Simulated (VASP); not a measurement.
Write the native input for VASP 6.6.1 that does the following.

```yaml
Task: single point
Functional: b88 exchange, pbe correlation
Potentials_or_basis: VASP PAW PBE potentials, release 64 (Zr_sv, B)
Cutoff: 500 eV
k_mesh: 10 × 10 × 8
Occupations: fermi-dirac, width 0.05 eV
Spin: no spin polarisation
Dipole_correction: no
Further_INCAR_settings: ALGO = Normal; EDIFF = 1e-06; NBANDS = 16
```

The structure of ZrB2 lies in POSCAR:

```
ZrB2
1.0
    3.1700000000      0.0000000000      0.0000000000
   -1.5850000000      2.7453005300      0.0000000000
    0.0000000000      0.0000000000      3.5330000000
Zr B
1 2
Direct
    0.0000000000      0.0000000000      0.0000000000
    0.6666666667      0.3333333333      0.5000000000
    0.3333333333      0.6666666667      0.5000000000
```

One way to write it, as run:

INCAR

```
PREC = Accurate ; ENCUT = 500
EDIFF = 1E-6 ; ISMEAR = -1
SIGMA = 0.05 ; LREAL = F
LASPH = T ; NELM = 120
ALGO = Normal ; ISIF = 2
LWAVE = F ; LCHARG = T
GGA = LIBXC ; LIBXC1 = GGA_X_B88
LIBXC2 = GGA_C_PBE ; LELF = T
LVHAR = T ; NBANDS = 16
GGA_COMPAT = F
```

KPOINTS

```
regular mesh
0
Gamma
  10 10 8
```

Potentials or basis: VASP PAW PBE potentials, release 64 (Zr_sv, B).

Run with:

```console
$ cat potpaw_PBE.64/Zr_sv/POTCAR potpaw_PBE.64/B/POTCAR > POTCAR
$ mpirun -np 1 vasp_std > vasp.out
```

Results of the run:

```json
{
  "Pressure": "1.4 GPa",
  "Band gap on the k mesh": "zero (bands 9 and 10 overlap by 0.81 eV)"
}
```

Caveat: the PAW data sets were made with another functional, which shifts forces and pressure a little.

It took 12 s on 1 thread of Intel(R) Xeon(R) 6975P-C (Granite Rapids) (shared host), peak memory 0.16 GiB.
